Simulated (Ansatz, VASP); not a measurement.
## ZnCu: VASP beside Ansatz

The input INCAR:

```
ALGO = Fast ; EDIFF = 1E-6
ENCUT = 520 ; GGA = PE
ISIF = 2 ; ISMEAR = 0
LASPH = True ; LCHARG = False
LREAL = False ; LWAVE = False
NBANDS = 18 ; NELM = 100
PREC = Accurate ; SIGMA = 0.15
```

Contents of KPOINTS:

```
k-points
0
Gamma
  18 18 18
```

Contents of POSCAR:

```
ZnCu
1.0
    3.3997541578      0.0000000000      0.0000000000
    0.0000000000      3.3997541578      0.0000000000
    0.0000000000      0.0000000000      2.2098402025
Zn Cu
1 1
Direct
    0.5000000000      0.5000000000      0.5000000000
    0.0000000000      0.0000000000      0.0000000000
```

Input for Ansatz:

```yaml
crystal:
  lattice:
    - [3.3997541578, 0.0, 0.0]
    - [0.0, 3.3997541578, 0.0]
    - [0.0, 0.0, 2.2098402025]
  atoms:
    - { symbol: Zn, position: [0.5, 0.5, 0.5] }
    - { symbol: Cu, position: [0.0, 0.0, 0.0] }
basis:
  ecutwfc: 420
kpoints:
  mp_grid: { grid: [18, 18, 18] }
hamiltonian:
  xc: pbe
scf:
  occupations: { method: gaussian, width: 0.15 }
output:
  forces: true
  stress: true
  eigenvalues: true
  write_density: true
  write_potential: true
  elf: true
  volumetric_format: npy
```

Alike in both runs: task single point; functional PBE; k mesh 18 × 18 × 18; occupations gaussian, width 0.15 eV; no spin polarisation.

```csv
,VASP,Ansatz
version,VASP 6.6.1,Ansatz 0.2.0
potentials or method,"VASP PAW PBE potentials, release 64 (Zn, Cu), cutoff 520 eV","scalar-relativistic, plane waves, PAW"
valence electrons in the cell,23,31
```

```tsv
	VASP	Ansatz	Ansatz less VASP
gap on the k mesh at the Fermi level (eV)	none	none	-
pressure (GPa)	19.6	19.1	-0.47
traceless stress, the component that is largest in VASP (GPa)	41.68	41.33	-0.344
```

A gap of «none» marks a metal or a gap that the smearing closes. With one functional, cell and mesh, what is left measures potentials, basis and numerics. VASP's potentials hold 23 valence electrons a cell and Ansatz's 31, so a difference there can come from the potentials and not from the codes.
